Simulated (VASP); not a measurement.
# AlN (C2) in VASP: further runs

AlN is run at these levels: PBEsol; tasks: single point.

Program: VASP 6.6.1. These are calculated values, not measurements. Logs are shortened: lines on timing, memory, paths and dates and some standing lists are left out, and cuts for length are marked.

## (1) The cell of the first run

It takes space group C2 (No. 5, monoclinic). The conventional cell has a = 4.071 Å, b = 4.531 Å, c = 3.045 Å, α = 90.00°, β = 131.94°, γ = 90.00°. Al (site symmetry 2) has 4 N at 1.85 to 1.95 Å within 2.4 Å. Within 2.4 Å of N (site symmetry 2) lie 4 Al at 1.85 to 1.95 Å.

## (2) Single point, PBEsol (mode 4 frozen in at -0.057 Å, strain +e along z and -e/2 along x and y -0.0700)

Contents of INCAR:

```
SYSTEM = AlN
PREC     = Accurate       ! precision mode
ENCUT    = 520            ! plane-wave cutoff, eV
EDIFF    = 1E-6           ! SCF threshold, eV
ISMEAR   = 0              ! smearing method
SIGMA    = 0.05           ! smearing width, eV
LREAL    = .False.        ! projectors in reciprocal space
LASPH    = .True.         ! aspherical terms in the spheres
NELM     = 100            ! most SCF steps
ALGO     = Normal         ! electronic algorithm
ISIF     = 2              ! what is computed and relaxed
LWAVE    = .False.        ! write WAVECAR
LCHARG   = .True.         ! write CHGCAR
GGA      = PS             ! functional
LELF     = .True.         ! ELF
LVHAR    = .True.       
NBANDS   = 11             ! bands
```

Contents of KPOINTS:

```
Automatic mesh
0
Gamma
  10 10 10
  0 0 0
```

Contents of POSCAR:

```
AlN
1.0
    0.0000000000      2.0354507106      2.2652596618
    2.2652596618      0.0000000000      2.2652596618
    2.2652596618      2.0354507106      0.0000000000
Al N
1 1
Direct
   -0.0067599835      0.0067599835      0.0067599835
    0.7630216860      0.7369783140      0.7369783140
```

Potentials or basis: VASP PAW PBE potentials, release 64 (Al, N).

Started as:

```console
> cat potpaw_PBE.64/Al/POTCAR potpaw_PBE.64/N/POTCAR > POTCAR
> mpirun -np 1 vasp_std > vasp.out
```

OUTCAR:

```text
SYSTEM = AlN
   PREC = Accurate
   ENCUT = 520
   EDIFF = 1E-6
   ISMEAR = 0
   LREAL = .False.
   LASPH = .True.
   NELM = 100
   ISIF = 2
   GGA = PS

 ion  position               nearest neighbor table
   1  0.993  0.007  0.007-   2 1.85   2 1.85   2 1.95   2 1.95
   2  0.763  0.737  0.737-   1 1.85   1 1.85   1 1.95   1 1.95

  LATTYP: Found a body centered tetragonal cell.
 ALAT       =     3.2035609360
 C/A-ratio  =     1.2707426213

  Lattice vectors:

 A1 = (   0.0000000000,  -2.0354507106,   2.2652596618)
 A2 = (   0.0000000000,  -2.0354507106,  -2.2652596618)
 A3 = (   2.2652596618,   2.0354507106,   0.0000000000)

Analysis of symmetry for initial positions (statically):
=====================================================================
 Subroutine PRICEL returns:
 Original cell was already a primitive cell.

 Routine SETGRP: Setting up the symmetry group for a
 body centered tetragonal supercell.

 Subroutine GETGRP returns: Found  2 space group operations
 (whereof  2 operations were pure point group operations)
 out of a pool of 16 trial point group operations.

The static configuration has the point symmetry C_2 .

Analysis of symmetry for dynamics (positions and initial velocities):
=====================================================================
 Subroutine PRICEL returns:
 Original cell was already a primitive cell.

 Routine SETGRP: Setting up the symmetry group for a
 body centered tetragonal supercell.

 Subroutine GETGRP returns: Found  2 space group operations
 (whereof  2 operations were pure point group operations)
 out of a pool of 16 trial point group operations.

The dynamic configuration has the point symmetry C_2 .

 Subroutine INISYM returns: Found  2 space group operations
 (whereof  2 operations are pure point group operations),
 and found     1 'primitive' translations

----------------------------------------------------------------------------------------

                                     Primitive cell

  volume of cell :      20.8894

  direct lattice vectors                    reciprocal lattice vectors
     0.000000000  2.035450711  2.265259662    -0.220725248  0.245645840  0.220725248
     2.265259662  0.000000000  2.265259662     0.220725248 -0.245645840  0.220725248
     2.265259662  2.035450711  0.000000000     0.220725248  0.245645840 -0.220725248

  length of vectors
     3.045399962  3.203560936  3.045399962     0.397216753  0.397216753  0.397216753

  position of ions in fractional coordinates (direct lattice)
     0.993240017  0.006759983  0.006759983
     0.763021686  0.736978314  0.736978314

  ion indices of the primitive-cell ions
   primitive index   ion index
                 1           1
                 2           2

----------------------------------------------------------------------------------------

 KPOINTS: Automatic mesh

Automatic generation of k-mesh.
 Grid dimensions read from file:
 generate k-points for:   10   10   10

 Generating k-lattice:

  Cartesian coordinates                     Fractional coordinates (reciprocal lattice)
    -0.022072525  0.024564584  0.022072525     0.100000000  0.000000000  0.000000000
     0.022072525 -0.024564584  0.022072525     0.000000000  0.100000000  0.000000000
     0.022072525  0.024564584 -0.022072525     0.000000000  0.000000000  0.100000000

  Length of vectors
     0.039721675  0.039721675  0.039721675

  Shift w.r.t. Gamma in fractional coordinates (k-lattice)
     0.000000000  0.000000000  0.000000000

 Subroutine IBZKPT returns following result:
 ===========================================

 Found    282 irreducible k-points:

 Following reciprocal coordinates:
            Coordinates               Weight
  0.000000  0.000000  0.000000      1.000000
  0.100000  0.000000  0.000000      4.000000
  0.000000 -0.100000  0.000000      4.000000
  0.200000  0.000000  0.000000      4.000000
  0.000000 -0.200000  0.000000      4.000000
  0.300000  0.000000 -0.000000      4.000000
[... 16 lines left out ...]
  0.000000 -0.400000 -0.100000      4.000000
 -0.100000 -0.100000  0.300000      4.000000
 [... further k-points ...]
   k-points           NKPTS =    282   k-points in BZ     NKDIM =    282   number of bands    NBANDS=     11
   number of dos      NEDOS =    301   number of ions     NIONS =      2
   total plane-waves  NPLWV =  13824
   dimension x,y,z NGX =    24 NGY =   24 NGZ =   24
   dimension x,y,z NGXF=    48 NGYF=   48 NGZF=   48
   ions per type =               1   1
   NGX,Y,Z   is equivalent  to a cutoff of  13.10, 12.45, 13.10 a.u.
   NGXF,Y,Z  is equivalent  to a cutoff of  26.20, 24.91, 26.20 a.u.
 SYSTEM =  AlN
   PREC   = accura    normal or accurate (medium, high low for compatibility)
   ISTART =      0    job   : 0-new  1-cont  2-samecut
   ICHARG =      2    charge: 1-file 2-atom 10-const
   ISPIN  =      1    spin polarized calculation?
   LNONCOLLINEAR =      F non collinear calculations
   LSORBIT =      F    spin-orbit coupling
   LASPH  =      T    aspherical Exc in radial PAW
   ENCUT  =  520.0 eV  38.22 Ry    6.18 a.u.   5.66  5.96  5.66*2*pi/ulx,y,z
   NELM   =    100;   NELMIN=  2; NELMDL= -5     # of ELM steps
   EDIFF  = 0.1E-05   stopping-criterion for ELM
   LREAL  =      F    real-space projection
   EDIFFG = 0.1E-04   stopping-criterion for IOM
   NSW    =      0    number of steps for IOM
   IBRION =     -1    ionic relax: 0-MD 1-quasi-New 2-CG
   NFREE  =      0    steps in history (QN), initial steepest desc. (CG)
   ISIF   =      2    stress and relaxation
   ISYM   =      2    0-nonsym 1-usesym 2-fastsym
   POTIM  = 0.5000    time-step for ionic-motion
   TEBEG  =    0.0;   TEEND  =   0.0 temperature during run
   PSTRESS=    0.0 pullay stress
   NELECT =       8.0000    total number of electrons
   NUPDOWN=      -1.0000    fix difference up-down
   EMIN   =  10.00;   EMAX   =-10.00  energy-range for DOS
   EFERMI =   0.00;   METHOD = LEGACY
   ISMEAR =     0;   SIGMA  =   0.05  broadening in eV -4-tet -1-fermi 0-gaus
   EFERMI_NEDOS =   21; number of points for ismear=-14 and -15
   IALGO  =     38    algorithm
   IMIX   =      4    mixing-type and parameters
     AMIX     =   0.40;   BMIX     =  1.00
     AMIX_MAG =   1.60;   BMIX_MAG =  1.00
  volume/ion in A,a.u.               =      10.44        70.48
  Fermi-wavevector in a.u.,A,eV,Ry     =   1.188856  2.246612 19.230188  1.413379
  Thomas-Fermi vector in A             =   2.324976
   LORBIT       =      0    0 simple, 1 ext, 2 COOP (PROOUT), +10 PAW based schemes
   GGA     = PS    functional components
   LHFCALC =     F    Hartree Fock is set to
   AEXX    =    0.0000 exact exchange contribution
   IVDW    =     0    specifies the selected vdW correction
   LEPSILON=     F    determine dielectric tensor
   LRPA    =     F    only Hartree local field effects (RPA)
 non-spin polarized calculation
 Gauss-broadening in eV      SIGMA  =   0.05
  energy-cutoff  :      520.00
  volume of cell :       20.89
 maximum number of plane-waves:       574
   NGX = 11   NGY = 11   NGZ = 11

 number of electron       8.0000000 magnetization

 Free energy of the ion-electron system (eV)
  ---------------------------------------------------
  ext. energy  EPLUGINS =         0.00000000
  ---------------------------------------------------
  free energy    TOTEN  =       -15.50135800 eV

  energy without entropy =      -15.50135800  energy(sigma->0) =      -15.50135800

 E-fermi :   6.5447     XC(G=0): -11.1253

 val. band max:        6.2420423110   @ k =   0.0000   0.0000   0.0000
 cond. band min:       8.8525405804   @ k =   0.5000   0.0000   0.5000
 fundamental gap:      2.6104982695
 Fermi energy:         6.5447295302

 k-point     1 :       0.0000    0.0000    0.0000
  band No.  band energies     occupation
      1      -9.0714      2.00000
      2       5.6549      2.00000
      3       5.7841      2.00000
      4       6.2420      2.00000
      5       9.9396      0.00000
      6      18.2773      0.00000
      7      18.4127      0.00000
      8      18.4220      0.00000
      9      21.7342      0.00000
     10      23.5400      0.00000
     11      23.6053      0.00000

 k-point     2 :       0.1000    0.0000    0.0000
  band No.  band energies     occupation
      1      -8.9232      2.00000
      2       5.1428      2.00000
      3       5.6088      2.00000
      4       5.9613      2.00000
      5      10.6469      0.00000
      6      17.7013      0.00000
      7      18.3452      0.00000
      8      18.7030      0.00000
      9      21.0929      0.00000
     10      22.1531      0.00000
     11      25.0590      0.00000

 k-point     3 :       0.0000   -0.1000    0.0000
  band No.  band energies     occupation
      1      -8.9221      2.00000
      2       4.9283      2.00000
      3       5.6692      2.00000
      4       6.1766      2.00000
      5      10.5818      0.00000
      6      17.8102      0.00000
      7      18.4681      0.00000
      8      18.5639      0.00000
      9      20.8953      0.00000
     10      22.1462      0.00000
     11      25.2054      0.00000

 k-point     4 :       0.2000    0.0000    0.0000
  band No.  band energies     occupation
      1      -8.5012      2.00000
      2       3.5381      2.00000
      3       5.4292      2.00000
      4       5.8237      2.00000
      5      11.7985      0.00000
      6      16.7342      0.00000
      7      17.6316      0.00000
      8      19.1277      0.00000
      9      21.4263      0.00000
     10      21.5382      0.00000
     11      24.3623      0.00000

 k-point     5 :       0.0000   -0.2000    0.0000
  band No.  band energies     occupation
      1      -8.4966      2.00000
      2       3.3575      2.00000
      3       5.4629      2.00000
      4       6.0920      2.00000
      5      11.6721      0.00000
      6      16.7936      0.00000
      7      17.8455      0.00000
      8      18.9924      0.00000
      9      21.1793      0.00000
     10      21.4571      0.00000
     11      24.4253      0.00000
[... 211 lines left out ...]
 k-point    21 :       0.2000    0.3000    0.3000
  band No.  band energies     occupation
      1      -8.0243      2.00000
      2       2.4353      2.00000
      3       5.1043      2.00000
      4       5.5482      2.00000
      5      12.5474      0.00000
      6      15.6997      0.00000
      7      17.0126      0.00000
      8      19.0707      0.00000
      9      21.2136      0.00000
     10      23.0668      0.00000
     11      25.5079      0.00000

 k-point    22 :       0.4000    0.1000    0.0000
  band No.  band energies     occupation
      1      -7.3957      2.00000
      2       1.0897      2.00000
      3       4.7821      2.00000
      4       5.4383      2.00000
      5      13.1191      0.00000
      6      14.8253      0.00000
      7      16.7648      0.00000
      8      18.9982      0.00000
      9      22.7048      0.00000
     10      23.8512      0.00000
     11      26.0082      0.00000

 k-point    23 :       0.0000   -0.4000   -0.1000
  band No.  band energies     occupation
      1      -7.3815      2.00000
      2       0.9542      2.00000
      3       4.7972      2.00000
      4       5.6904      2.00000
      5      13.0315      0.00000
      6      14.7793      0.00000
      7      16.8897      0.00000
      8      18.9613      0.00000
      9      22.5873      0.00000
     10      23.8408      0.00000
     11      25.8748      0.00000

 k-point    24 :      -0.1000   -0.1000    0.3000
  band No.  band energies     occupation
      1      -7.3798      2.00000
      2       0.9367      2.00000
      3       4.8594      2.00000
      4       5.6588      2.00000
      5      13.0025      0.00000
      6      14.7825      0.00000
      7      16.9218      0.00000
      8      19.0021      0.00000
      9      22.4569      0.00000
     10      23.9335      0.00000
     11      25.7500      0.00000

 [... further k-points ...]
[... 5 lines left out ...]
  --------------------------------------------------------------------------------------
  -------------------------------------------------------------------------------------
  Total       -0.4148236      0.9783323     -0.2185575      0.0000000     -0.8012579      0.0000000
  in kB      -31.8161409     75.0361269    -16.7629190      0.0000000    -61.4548768      0.0000000
  external PRESSURE =       8.8190223 kB  Pullay stress =       0.0000000 kB

 VOLUME and BASIS-vectors are now :
 -----------------------------------------------------------------------------
  energy-cutoff  :      520.00
  volume of cell :       20.89
      direct lattice vectors                 reciprocal lattice vectors
     0.000000000  2.035450711  2.265259662    -0.220725248  0.245645840  0.220725248
     2.265259662  0.000000000  2.265259662     0.220725248 -0.245645840  0.220725248
     2.265259662  2.035450711  0.000000000     0.220725248  0.245645840 -0.220725248

 POSITION                                       TOTAL-FORCE (eV/Angst)
 -----------------------------------------------------------------------------------
      0.03063      2.03545      2.26526        -1.321648      0.000000      0.000000
      3.33889      3.05318      3.39789         1.321648      0.000000      0.000000
 -----------------------------------------------------------------------------------
    total drift:                                0.000015     -0.000000     -0.000000

  FREE ENERGIE OF THE ION-ELECTRON SYSTEM (eV)
  ---------------------------------------------------
  free  energy   TOTEN  =       -15.5013579961 eV

  energy  without entropy=      -15.5013579961  energy(sigma->0) =      -15.50135800
```

Wall time 16 s (1 thread of Intel Xeon 6975P-C (Granite Rapids), shared host); peak memory 0.18 GiB.

Results:

```
Free energy            : -15.5014 eV
Pressure               : 0.9 GPa
Largest force          : 1.322 eV/Å
Band gap on the k mesh : 2.61 eV, indirect (least direct gap 3.70 eV)
```

Forces in eV/Å, atoms in the order of the input:
```
Al  -1.322  0.000  0.000
N    1.322  0.000  0.000
```

Stress tensor (GPa, compression positive):
```
-3.18  0.00  0.00
 0.00  7.50 -6.15
 0.00 -6.15 -1.68
```

Levels at points of the mesh, in eV from the valence-band top:
```csv
k point,band 1,band 2,band 3,band 4,band 5,band 6,band 7,band 8
"(0.00, 0.00, 0.00)",-15.31,-0.59,-0.46,0.00,3.70,12.04,12.17,12.18
"(0.50, 0.00, 0.00)",-13.23,-6.19,-1.27,-0.60,6.56,9.49,9.67,12.16
"(0.00, 0.50, 0.00)",-13.21,-6.33,-1.26,-0.31,6.49,9.36,9.81,12.12
"(0.50, 0.50, 0.00)",-12.73,-5.65,-1.82,-1.81,3.05,8.61,12.69,14.02
"(0.00, 0.50, 0.50)",-12.73,-5.64,-2.00,-1.67,3.06,8.65,12.71,13.99
"(0.50, 0.00, 0.50)",-12.30,-4.62,-2.71,-2.70,2.61,6.94,14.58,14.66
```

Caveat: the cell differs from its parent crystal (mode 4 frozen in at -0.057 Å, strain +e along z and -e/2 along x and y -0.0700); the PAW data sets were made with another functional, which shifts forces and pressure a little. A k mesh can miss the band edges.

## (3) Single point, PBEsol (mode 4 frozen in at -0.019 Å, strain +e along z and -e/2 along x and y -0.0700)

Contents of INCAR:

```
SYSTEM = AlN
PREC = Accurate
ENCUT = 520
EDIFF = 1E-7
ISMEAR = 0
SIGMA = 0.05
LREAL = .False.
LASPH = .True.
NELM = 100
ALGO = Normal
ISIF = 2
LWAVE = .False.
LCHARG = .True.
GGA = PS
LELF = .True.
LVHAR = .True.
NBANDS = 11
```

Contents of KPOINTS:

```
regular mesh
0
Gamma
  10 10 10
  0 0 0
```

Contents of POSCAR:

```
AlN
1.0
    0.0000000000      2.0354507106      2.2652596618
    2.2652596618      0.0000000000      2.2652596618
    2.2652596618      2.0354507106      0.0000000000
Al N
1 1
Direct
   -0.0022533278      0.0022533278      0.0022533278
    0.7543405620      0.7456594380      0.7456594380
```

Potentials or basis: VASP PAW PBE potentials, release 64 (Al, N).

Started as:

```console
> cat potpaw_PBE.64/Al/POTCAR potpaw_PBE.64/N/POTCAR > POTCAR
> mpirun -np 1 vasp_std > vasp.out
```

Run time: 19 s. Hardware: 1 thread of Intel Xeon 6975P-C (Granite Rapids), shared host; peak memory 0.18 GiB.

It converged, with:

- Free energy: -15.5541 eV
- Pressure: -0.1 GPa
- Largest force: 0.443 eV/Å
- Band gap on the k mesh: 2.70 eV, indirect (least direct gap 3.80 eV)

Forces in eV/Å, atoms in the order of the input:
```
Al  -0.443  0.000  0.000
N    0.443  0.000  0.000
```

Stress tensor (GPa, compression positive):
```
-3.38  0.00  0.00
 0.00  6.32 -2.02
 0.00 -2.02 -3.21
```

Levels at points of the mesh, in eV from the valence-band top:
```csv
k point,band 1,band 2,band 3,band 4,band 5,band 6,band 7,band 8
"(0.00, 0.00, 0.00)",-15.23,-0.39,-0.38,0.00,3.80,12.13,12.25,12.25
"(0.50, 0.00, 0.00)",-13.13,-6.15,-1.17,-0.43,6.64,9.58,9.77,12.23
"(0.00, 0.50, 0.00)",-13.12,-6.20,-1.17,-0.33,6.62,9.52,9.83,12.21
"(0.50, 0.50, 0.00)",-12.64,-5.56,-1.74,-1.74,3.14,8.73,12.83,14.09
"(0.00, 0.50, 0.50)",-12.64,-5.56,-1.80,-1.68,3.14,8.73,12.83,14.08
"(0.50, 0.00, 0.50)",-12.20,-4.53,-2.63,-2.63,2.70,7.07,14.71,14.73
```

Caveat: the cell differs from its parent crystal (mode 4 frozen in at -0.019 Å, strain +e along z and -e/2 along x and y -0.0700); the PAW data sets were made with another functional, which shifts forces and pressure a little.
